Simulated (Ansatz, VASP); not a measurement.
LiCl: VASP beside Ansatz

```
CELL_PARAMETERS angstrom
0.00000 2.43652 2.69300
2.43652 0.00000 2.69300
2.43652 2.43652 0.00000
ATOMIC_POSITIONS crystal
Li 0.00000 0.00000 0.00000
Cl 0.50000 0.50000 0.50000
```

Change from the starting cell: strain -0.050 along x and y, +0.050 along z, atoms carried along.

Alike in both runs: task single point; functional LDA; k mesh 8 × 8 × 8; occupations gaussian, width 0.05 eV; no spin polarisation.

|  | VASP | Ansatz |
| --- | --- | --- |
| version | VASP 6.6.1 | Ansatz 0.2.0 |
| potentials or method | VASP PAW LDA potentials, release 64 (Li_sv, Cl), cutoff 520 eV | scalar-relativistic, plane waves, PAW |
| valence electrons in the cell | 10 | 10 |

|  | VASP | Ansatz | Ansatz less VASP |
| --- | --- | --- | --- |
| gap on the k mesh at the Fermi level (eV) | 6.19 | 6.18 | -0.020 |
| least direct gap on the mesh (eV) | 6.19 | 6.18 | -0.020 |

LDA's correlation is that of Perdew and Zunger in VASP and of Perdew and Wang (1992) in Ansatz.

Noted on VASP's run: the cutoff is short for stress, so the pressure is rough.
